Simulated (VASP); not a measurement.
# TiNi (Pmma) in VASP: further runs, part 2 of 2

VASP 6.6.1.

## Step 3: Single point, PBEsol, collinear spin, ferromagnetic start (14.19 Å³/atom)

This run uses another cell than the first one, of 14.19 Å³/atom.

INCAR reads:

```
SYSTEM = TiNi
  PREC = Accurate
  ENCUT = 550
  EDIFF = 1E-6
  ISMEAR = -1
  SIGMA = 0.05
  LREAL = .FALSE.
  LASPH = .TRUE.
  NELM = 300
  ALGO = All
  ISIF = 2
  LWAVE = .FALSE.
  LCHARG = .FALSE.
  ISPIN = 2
  MAGMOM = 1 1 1 1
  LORBIT = 11
  LMAXMIX = 4
  GGA = PS
  NBANDS = 34
  GGA_COMPAT = .FALSE.
  ISEARCH = 1
  KPAR = 4
```

KPOINTS reads:

```
regular mesh
0
G
  7 9 6
  0 0 0
```

POSCAR reads:

```
TiNi
1.0
    4.1661811730      0.0000000000      0.0000000000
    0.0000000000      2.9122224666      0.0000000000
    0.0000000000      0.0000000000      4.6767168929
Ni Ti
2 2
Direct
    0.7500000000      0.0000000000      0.8209744100
    0.2500000000      0.0000000000      0.1790255900
    0.7500000000      0.5000000000      0.2744080600
    0.2500000000      0.5000000000      0.7255919400
```

Potentials or basis: VASP PAW PBE potentials, release 64 (Ni, Ti_sv).

On the command line:

```console
cat potpaw_PBE.64/Ni/POTCAR potpaw_PBE.64/Ti_sv/POTCAR > POTCAR
mpirun -np 4 vasp_std > vasp.out
```

OUTCAR:

```text
SYSTEM = TiNi
   PREC = Accurate
   ENCUT = 550
   EDIFF = 1E-6
   ISMEAR = -1
   LREAL = .FALSE.
   LASPH = .TRUE.
   NELM = 300
   ISIF = 2
   ISPIN = 2
   LORBIT = 11
   GGA = PS

 ion  position               nearest neighbor table
   1  0.750  0.000  0.821-   3 2.57   3 2.57   4 2.58   4 2.58   4 2.58   4 2.58   2 2.67   2 2.67
                             3 2.94   3 2.94
   2  0.250  0.000  0.179-   4 2.57   4 2.57   3 2.58   3 2.58   3 2.58   3 2.58   1 2.67   1 2.67
                             4 2.94   4 2.94
   3  0.750  0.500  0.274-   1 2.57   1 2.57   2 2.58   2 2.58   2 2.58   2 2.58   1 2.94   1 2.94

   4  0.250  0.500  0.726-   2 2.57   2 2.57   1 2.58   1 2.58   1 2.58   1 2.58   2 2.94   2 2.94

  LATTYP: Found a simple orthorhombic cell.
 ALAT       =     2.9122224666
 B/A-ratio  =     1.4305847925
 C/A-ratio  =     1.6058927319

  Lattice vectors:

 A1 = (   0.0000000000,  -2.9122224666,   0.0000000000)
 A2 = (   4.1661811730,   0.0000000000,   0.0000000000)
 A3 = (   0.0000000000,   0.0000000000,   4.6767168929)

Analysis of symmetry for initial positions (statically):
=====================================================================
 Subroutine PRICEL returns:
 Original cell was already a primitive cell.

 Routine SETGRP: Setting up the symmetry group for a
 simple orthorhombic supercell.

 Subroutine GETGRP returns: Found  8 space group operations
 (whereof  4 operations were pure point group operations)
 out of a pool of  8 trial point group operations.

The static configuration has the point symmetry C_2h.
 The point group associated with its full space group is D_2h.

Analysis of symmetry for dynamics (positions and initial velocities):
=====================================================================
 Subroutine PRICEL returns:
 Original cell was already a primitive cell.

 Routine SETGRP: Setting up the symmetry group for a
 simple orthorhombic supercell.

 Subroutine GETGRP returns: Found  8 space group operations
 (whereof  4 operations were pure point group operations)
 out of a pool of  8 trial point group operations.

The dynamic configuration has the point symmetry C_2h.
 The point group associated with its full space group is D_2h.

Analysis of structural, dynamic, and magnetic symmetry:
=====================================================================
 Subroutine PRICEL returns:
 Original cell was already a primitive cell.

 Routine SETGRP: Setting up the symmetry group for a
 simple orthorhombic supercell.

 Subroutine GETGRP returns: Found  8 space group operations
 (whereof  4 operations were pure point group operations)
 out of a pool of  8 trial point group operations.

The overall configuration has the point symmetry C_2h.
 The point group associated with its full space group is D_2h.

 Subroutine INISYM returns: Found  8 space group operations
 (whereof  4 operations are pure point group operations),
 and found     1 'primitive' translations

----------------------------------------------------------------------------------------

                                     Primitive cell

  volume of cell :      56.7419

  direct lattice vectors                    reciprocal lattice vectors
[... 84 lines left out ...]
   ICHARG =      2    charge: 1-file 2-atom 10-const
   ISPIN  =      2    spin polarized calculation?
   LNONCOLLINEAR =      F non collinear calculations
   LSORBIT =      F    spin-orbit coupling
   LASPH  =      T    aspherical Exc in radial PAW
   ENCUT  =  550.0 eV  40.42 Ry    6.36 a.u.   7.97  5.57  8.94*2*pi/ulx,y,z
   NELM   =    300;   NELMIN=  2; NELMDL= -5     # of ELM steps
   EDIFF  = 0.1E-05   stopping-criterion for ELM
   LREAL  =      F    real-space projection
   EDIFFG = 0.1E-04   stopping-criterion for IOM
   NSW    =      0    number of steps for IOM
   IBRION =     -1    ionic relax: 0-MD 1-quasi-New 2-CG
   NFREE  =      0    steps in history (QN), initial steepest desc. (CG)
   ISIF   =      2    stress and relaxation
   ISYM   =      2    0-nonsym 1-usesym 2-fastsym
   POTIM  = 0.5000    time-step for ionic-motion
   TEBEG  =    0.0;   TEEND  =   0.0 temperature during run
   PSTRESS=    0.0 pullay stress
   NELECT =      44.0000    total number of electrons
   NUPDOWN=      -1.0000    fix difference up-down
   EMIN   =  10.00;   EMAX   =-10.00  energy-range for DOS
   EFERMI =   0.00;   METHOD = LEGACY
   ISMEAR =    -1;   SIGMA  =   0.05  broadening in eV -4-tet -1-fermi 0-gaus
   EFERMI_NEDOS =   21; number of points for ismear=-14 and -15
   IALGO  =     58    algorithm
   IMIX   =      4    mixing-type and parameters
     AMIX     =   0.40;   BMIX     =  1.00
     AMIX_MAG =   1.60;   BMIX_MAG =  1.00
  volume/ion in A,a.u.               =      14.19        95.73
  Fermi-wavevector in a.u.,A,eV,Ry     =   1.504034  2.842213 30.778008  2.262120
  Thomas-Fermi vector in A             =   2.615067
   LORBIT       =     11    0 simple, 1 ext, 2 COOP (PROOUT), +10 PAW based schemes
   GGA     = PS    functional components
   LHFCALC =     F    Hartree Fock is set to
   AEXX    =    0.0000 exact exchange contribution
   IVDW    =     0    specifies the selected vdW correction
   LEPSILON=     F    determine dielectric tensor
   LRPA    =     F    only Hartree local field effects (RPA)
 spin polarized calculation
  energy-cutoff  :      550.00
  volume of cell :       56.74
 maximum number of plane-waves:      1676
 NGX is ok and might be reduce to    32
   NGX = 15   NGY = 11   NGZ = 17

 number of electron      44.0000022 magnetization       0.0002053

 Free energy of the ion-electron system (eV)
  ---------------------------------------------------
  ext. energy  EPLUGINS =         0.00000000
  ---------------------------------------------------
  free energy    TOTEN  =       -30.39046062 eV

  energy without entropy =      -30.35505723  energy(sigma->0) =      -30.37275892

 E-fermi :   8.5815     XC(G=0): -12.3132

 val. band max:        8.5804828619   @ k =   0.1429   0.1111   0.3333
 cond. band min:       8.5834292973   @ k =   0.4286   0.3333   0.0000
 fundamental gap:      0.0029464354
 Fermi energy:         8.5814526115

 spin component 1

 k-point     1 :       0.0000    0.0000    0.0000
  band No.  band energies     occupation
      1     -48.3402      1.00000
      2     -48.2987      1.00000
      3     -24.7467      1.00000
      4     -24.7466      1.00000
      5     -24.5803      1.00000
      6     -24.5509      1.00000
[... 877 lines left out ...]
     33      16.4734      0.00000
     34      17.1189      0.00000

 [... further k-points ...]

 spin component 2

 k-point     1 :       0.0000    0.0000    0.0000
  band No.  band energies     occupation
      1     -48.3402      1.00000
      2     -48.2987      1.00000
      3     -24.7467      1.00000
      4     -24.7466      1.00000
      5     -24.5803      1.00000
      6     -24.5509      1.00000
[... 877 lines left out ...]
     33      16.4734      0.00000
     34      17.1189      0.00000

 [... further k-points ...]
[... 5 lines left out ...]
  --------------------------------------------------------------------------------------
  -------------------------------------------------------------------------------------
  Total       -4.0698665     -3.8097766     -4.0253232      0.0000000      0.0000000      0.0000000
  in kB     -114.9177110   -107.5737507   -113.6599765      0.0000000      0.0000000      0.0000000
  external PRESSURE =    -112.0504794 kB  Pullay stress =       0.0000000 kB

 VOLUME and BASIS-vectors are now :
 -----------------------------------------------------------------------------
  energy-cutoff  :      550.00
  volume of cell :       56.74
      direct lattice vectors                 reciprocal lattice vectors
     4.166181173  0.000000000  0.000000000     0.240027968  0.000000000  0.000000000
     0.000000000  2.912222467  0.000000000     0.000000000  0.343380360  0.000000000
     0.000000000  0.000000000  4.676716893     0.000000000  0.000000000  0.213825216

 POSITION                                       TOTAL-FORCE (eV/Angst)
 -----------------------------------------------------------------------------------
      3.12464      0.00000      3.83946        -0.000000      0.000000      0.054902
      1.04155      0.00000      0.83725         0.000000      0.000000     -0.054902
      3.12464      1.45611      1.28333         0.000000      0.000000     -0.238181
      1.04155      1.45611      3.39339        -0.000000     -0.000000      0.238181
 -----------------------------------------------------------------------------------
    total drift:                                0.000000      0.000000      0.000000

  FREE ENERGIE OF THE ION-ELECTRON SYSTEM (eV)
  ---------------------------------------------------
  free  energy   TOTEN  =       -30.3904606182 eV

  energy  without entropy=      -30.3550561092  energy(sigma->0) =      -30.37275836

 total charge

# of ion       s       p       d       tot
------------------------------------------
    1        0.558   0.479   8.295   9.332
    2        0.558   0.479   8.295   9.332
    3        2.230   6.143   1.831  10.204
    4        2.230   6.143   1.831  10.204
--------------------------------------------------
tot          5.576  13.244  20.252  39.072

 magnetization (x)

# of ion       s       p       d       tot
------------------------------------------
    1        0.000   0.000  -0.000  -0.000
    2        0.000   0.000  -0.000  -0.000
    3        0.000   0.000   0.000   0.000
    4        0.000   0.000   0.000   0.000
--------------------------------------------------
tot          0.000   0.000   0.000   0.000
```

Wall time 5.8 min (4 MPI ranks of AMD EPYC 7R13 (Zen 3), shared host); peak memory 0.62 GiB.

Results:

```
Free energy                                           : -30.3905 eV
Pressure                                              : -11.2 GPa
Largest force                                         : 0.238 eV/Å
Band gap on the k mesh                                : zero (filled and empty bands overlap)
Net moment                                            : 0.00 μB per cell
Valence electrons inside the program's atomic spheres : Ni 9.33; Ti 10.20
```

Forces on the atoms (eV/Å):
```
Ni   0.000  0.000  0.055
Ni   0.000  0.000 -0.055
Ti   0.000  0.000 -0.238
Ti   0.000  0.000  0.238
```

Caveat: the cell stands under tension; the moments typed at the start vanished in this run; the PAW data sets were made with another functional, which shifts forces and pressure a little.
